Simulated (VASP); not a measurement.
Wanted: the native input for a VASP 6.6.1 run.

```yaml
Task: single point
Functional: PBE
Potentials_or_basis: VASP PAW PBE potentials, release 64 (Ba_sv, S)
Cutoff: 520 eV
k_mesh: 8 × 8 × 8
Occupations: gaussian, width 0.05 eV
Spin: no spin polarisation
Dipole_correction: no
Further_INCAR_settings: ALGO = Normal; EDIFF = 1e-06; NBANDS = 15
```

The structure of BaS lies in POSCAR:

```
BaS
1.0
    0.0000000000      3.1937500000      3.2496406250
    3.1937500000      0.0000000000      3.2496406250
    3.1937500000      3.1937500000      0.0000000000
Ba S
1 1
Direct
    0.0000000000      0.0000000000      0.0000000000
    0.5000000000      0.5000000000      0.5000000000
```

This cell differs from its parent crystal: strain +0.0175 x Voigt [0, 0, 1, 0, 0, 0].

These files were run (other wordings do the same):

INCAR

```
SYSTEM = BaS
ALGO = Normal ; EDIFF = 1E-6
ENCUT = 520 ; GGA = PE
ISIF = 2 ; ISMEAR = 0
LASPH = .True. ; LCHARG = .True.
LELF = .True. ; LREAL = .False.
LVHAR = .True. ; LWAVE = .False.
NBANDS = 15 ; NELM = 80
PREC = Accurate ; SIGMA = 0.05
```

KPOINTS

```
k-points
0
Gamma
  8 8 8
  0 0 0
```

Potentials or basis: VASP PAW PBE potentials, release 64 (Ba_sv, S).

Run with:

```sh
$ cat potpaw_PBE.64/Ba_sv/POTCAR potpaw_PBE.64/S/POTCAR > POTCAR
$ mpirun -np 1 vasp_std > vasp.out
```

Results of the run:

```
Pressure               : 0.7 GPa
Band gap on the k mesh : 2.11 eV, indirect (least direct gap 2.26 eV)
```

Caveat: the cell differs from its parent crystal (strain +0.0175 x Voigt [0, 0, 1, 0, 0, 0]); spin-orbit coupling is left out, which moves the levels of the heavy elements.

Wall time 31 s on 1 thread of Intel(R) Xeon(R) Platinum 8488C (Sapphire Rapids), on a shared host, peak memory 0.24 GiB.
